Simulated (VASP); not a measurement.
## SiPb (zincblende type): relaxation of cell and atoms with PBE

SiPb (zincblende type):

```
Pb Si
1.0
     0.00000    3.21951    3.21951
     3.21951    0.00000    3.21951
     3.21951    3.21951    0.00000
Pb Si
1 1
Direct
  0.00000 0.00000 0.00000
  0.25000 0.25000 0.25000
```

| Quantity | Value |
| --- | --- |
| Program | VASP 6.6.1 |
| Task | relaxation of cell and atoms |
| Functional | PBE |
| Potentials or basis | VASP PAW PBE potentials, release 64 (Pb_d, Si) |
| Cutoff | 600 eV |
| k mesh | 9 × 9 × 9 |
| Occupations | fermi-dirac, width 0.03 eV |
| Spin | no spin polarisation |
| Dipole correction | no |
| Further INCAR settings | ALGO = Normal; EDIFF = 1e-06; IBRION = 2; EDIFFG = -0.005; NSW = 100; ISIF = 3 |

| Property | Result |
| --- | --- |
| Relaxed volume | 31.07 Å³/atom |
| Relaxed cell | a = 4.446 Å, b = 4.446 Å, c = 4.446 Å, α = 60.00°, β = 60.00°, γ = 60.00° |
| Space group after relaxing (to 0.05 Å) | F-43m (No. 216) |
| Energy gained by relaxing | 18.8 meV/atom |
| Ionic steps | 3 |
| Pressure after relaxing | 0.0 GPa |
| Band gap on the k mesh | zero (band 9 reaches 4.84 eV, above the bottom of band 10 at 4.42 eV) |

The path:
```csv
step,energy change (eV),largest force (eV/Å),pressure (GPa),volume (Å³)
1,0.0000,0.0000,-2.46,66.74
2,-0.0375,0.0000,0.15,61.92
3,-0.0376,0.0000,0.00,62.14
```

Final structure:
```
Pb Si
1.0
     0.00000    3.14371    3.14371
     3.14371    0.00000    3.14371
     3.14371    3.14371    0.00000
Pb Si
1 1
Direct
  0.00000 0.00000 0.00000
  0.25000 0.25000 0.25000
```

Levels at points of the mesh, in eV from the Fermi level:
```
           k point  band 6  band 7  band 8  band 9  band 10  band 11  band 12  band 13
(0.00, 0.00, 0.00)  -11.16   -1.43    0.23    0.23     0.23     2.44     2.44     2.44
```

It took 2.7 min on 1 thread of AMD EPYC 7R13, with other jobs on the host, peak memory 0.21 GiB.

Caveat: spin-orbit coupling is left out, which moves the levels of the heavy elements.
